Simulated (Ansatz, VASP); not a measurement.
**One calculation of InSb, two programs**

```xyz
2
Lattice="3.1690 0.0000 0.0000 0.0000 3.1690 0.0000 0.0000 0.0000 6.4019" Properties=species:S:1:pos:R:3 pbc="T T T"
In    0.0000    0.0000    0.0000
Sb    0.0000    0.0000    3.2010
```

Change from the starting cell: strain +0.030 along x and y, +0.030 along z, atoms carried along.

Alike in both runs: task single point; functional PBE; k mesh 16 × 16 × 8; occupations gaussian, width 0.15 eV; no spin polarisation.

```csv
,VASP,Ansatz
version,VASP 6.6.1,Ansatz 0.2.0
potentials or method,"VASP PAW PBE potentials, release 64 (In_d, Sb), cutoff 520 eV","scalar-relativistic, plane waves, PAW"
valence electrons in the cell,18,28
```

Ansatz gave:

| Item | Value |
| --- | --- |
| gap on the k mesh at the Fermi level (eV) | none |
| pressure (GPa) | -2.7 |
| traceless stress, the component that is largest in VASP (GPa) | 0.11 |

Q: Estimate VASP's values.

A: gap on the k mesh at the Fermi level (eV): none; pressure (GPa): -2.8; traceless stress, the component that is largest in VASP (GPa): 0.11.

A gap of «none» marks a metal or a gap that the smearing closes. VASP's potentials hold 18 valence electrons a cell and Ansatz's 28, so a difference there can come from the potentials and not from the codes.

Spin-orbit coupling is off throughout.
